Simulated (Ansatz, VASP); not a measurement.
# Rh in VASP and in Ansatz

Contents of INCAR:

```
  PREC = Accurate
  ENCUT = 600
  EDIFF = 1E-7
  ISMEAR = 0
  SIGMA = 0.1
  LREAL = F
  LASPH = T
  NELM = 80
  ALGO = Fast
  ISIF = 3
  LWAVE = F
  LCHARG = F
  GGA = PE
  IBRION = 2
  NSW = 65
  EDIFFG = -0.01
```

KPOINTS

```
regular mesh
0
Gamma
  18 18 7
```

POSCAR

```
Rh
1.0
    2.7247816576      0.0000000000      0.0000000000
   -1.3623908288      2.3597301353      0.0000000000
    0.0000000000      0.0000000000      6.5774950193
Rh
3
Direct
    0.0000000000      0.0000000000      0.0000000000
    0.3333333333      0.6666666667      0.3333333333
    0.6666666667      0.3333333333      0.6666666667
```

Input for Ansatz:

```yaml
crystal:
  lattice:
    - [2.7247816576, 0.0, 0.0]
    - [-1.3623908288, 2.3597301353, 0.0]
    - [0.0, 0.0, 6.5774950193]
  atoms:
    - { symbol: Rh, position: [0.0, 0.0, 0.0] }
    - { symbol: Rh, position: [0.3333333333, 0.6666666667, 0.3333333333] }
    - { symbol: Rh, position: [0.6666666667, 0.3333333333, 0.6666666667] }
basis:
  ecutwfc: 420
kpoints:
  mp_grid: { grid: [18, 18, 7] }
hamiltonian:
  xc: pbe
scf:
  occupations: { method: gaussian, width: 0.1 }
output:
  forces: true
  stress: true
  eigenvalues: true
  populations: true
relax:
  adjacent_minimum: "off"
  f_tol: 0.01
  max_steps: 45
  cell: { stress_tol: 0.05 }
```

Alike in both runs: task relaxation of cell and atoms; functional PBE; k mesh 18 × 18 × 7; occupations gaussian, width 0.1 eV; no spin polarisation.

|  | VASP | Ansatz |
| --- | --- | --- |
| version | VASP 6.6.1 | Ansatz 0.2.0 |
| potentials or method | VASP PAW PBE potentials, release 64 (Rh_pv), cutoff 600 eV | scalar-relativistic, plane waves, PAW |
| valence electrons in the cell | 45 | 51 |

|  | VASP | Ansatz | Ansatz less VASP |
| --- | --- | --- | --- |
| gap on the k mesh at the Fermi level, each at its own relaxed structure (eV) | none | none | - |
| relaxed volume (Å³/atom) | 14.04 | 14.05 | +0.005 |
| relaxed cell length with the largest relative difference (Å) | 6.631 | 6.632 | +0.0012 |

A gap of «none» marks a metal or a gap that the smearing closes. VASP's potentials hold 45 valence electrons a cell and Ansatz's 51, so a difference there can come from the potentials and not from the codes.

Noted on VASP's run: too few bands were computed for a metal, which touches its energy and stress.
